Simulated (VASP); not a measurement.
AlN, 2 atoms in the cell. Symmetry: F-43m, No. 216, cubic system. The conventional cell has a = 4.370 Å, b = 4.370 Å, c = 4.370 Å, α = 90.00°, β = 90.00°, γ = 90.00°. Al (site symmetry -43m) has 4 N at 1.89 Å within 2.5 Å. Within 2.5 Å of N (site symmetry -43m) lie 4 Al at 1.89 Å. 

- Program: VASP 6.6.1
- Task: single point
- Functional: r2SCAN
- Potentials or basis: VASP PAW PBE potentials, release 64 (Al, N)
- Cutoff: 520 eV
- k mesh: 10 × 10 × 10
- Occupations: gaussian, width 0.01 eV
- Spin: no spin polarisation
- Dipole correction: no
- Further INCAR settings: ALGO = Normal; EDIFF = 1e-06; NBANDS = 11

Potentials or basis: VASP PAW PBE potentials, release 64 (Al, N).

Command:

```bash
$ cat potpaw_PBE.64/Al/POTCAR potpaw_PBE.64/N/POTCAR > POTCAR
$ cp INCAR.step1 INCAR
$ mpirun -np 1 vasp_std > vasp.out
$ cp INCAR.step2 INCAR
$ mpirun -np 1 vasp_std > vasp.out
```

Hardware: 1 thread of Intel Xeon 8259CL, on a shared host.

Question: Estimate the wall time of this run.

Answer: Wall time 55 s on 1 thread of Intel Xeon 8259CL, with other jobs on the host, peak memory 0.14 GiB. Counts: k points 47.
